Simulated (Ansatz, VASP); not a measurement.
**Two plane-wave programs on C**

```
C
1.0
     1.23274   -2.13415    0.00000
     1.23274    2.13415    0.00000
     0.00000    0.00000    6.80541
C
4
Direct
  0.08331 0.91669 0.74999
  0.58331 0.41669 0.25001
  0.91669 0.08331 0.25001
  0.41669 0.58331 0.74999
```

Alike in both runs: functional PBE; dispersion D3(BJ); k mesh 21 × 21 × 6; occupations gaussian, width 0.1 eV; no spin polarisation.

Ansatz relaxed the structure, and its values are those at the end. VASP's run is a single point on that final structure, the one shown.

```csv
,VASP,Ansatz
version,VASP 6.6.1,Ansatz 0.2.0
potentials or method,"VASP PAW PBE potentials, release 64 (C), cutoff 520 eV","scalar-relativistic, plane waves, PAW"
valence electrons in the cell,16,16
```

```tsv
	VASP	Ansatz	Ansatz less VASP
gap on the k mesh at the Fermi level (eV)	none	none	-
pressure (GPa)	0.4	0.0	-0.45
```

A gap of «none» marks a metal or a gap that the smearing closes.
